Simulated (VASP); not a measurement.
A run of VASP 6.6.1 is set up as follows.

INCAR

```
SYSTEM = MnS
ALGO = Normal
EDIFF = 1E-6
ENCUT = 520
GGA = PE
ISIF = 2
ISMEAR = 0
ISPIN = 2
LASPH = .TRUE.
LCHARG = .FALSE.
LMAXMIX = 4
LORBIT = 11
LREAL = .FALSE.
LWAVE = .FALSE.
MAGMOM = 3.35 3.35 -0.13 -0.13
NBANDS = 31
NELM = 150
PREC = Accurate
SIGMA = 0.15
```

KPOINTS

```
k-points
0
G
  12 8 8
  0 0 0
```

The input POSCAR:

```
MnS
1.0
   -2.9933300025      0.0000000000      0.0000000000
    0.0000000000      2.9933300025      2.9933300025
    0.0000000000      2.9933300025     -2.9933300025
Mn S
2 2
Direct
    0.5000000000      0.5000000000      0.0000000000
    0.5000000000      0.0000000000      0.5000000000
    0.0000000000      0.0000000000      0.0000000000
    0.0000000000      0.5000000000      0.5000000000
```

Potentials or basis: VASP PAW PBE potentials, release 64 (Mn_pv, S).

The run is started by

```console
$ cat potpaw_PBE.64/Mn_pv/POTCAR potpaw_PBE.64/S/POTCAR > POTCAR
$ mpirun -np 1 vasp_std > vasp.out
```

**Question.** Estimate the net moment.

**Answer.** 6.09 μB per cell.

**Question.** Predict the site moments.

**Answer.** Mn +3.08; S -0.11 μB.

**Question.** What does it give for the pressure?

**Answer.** 0.1 GPa.
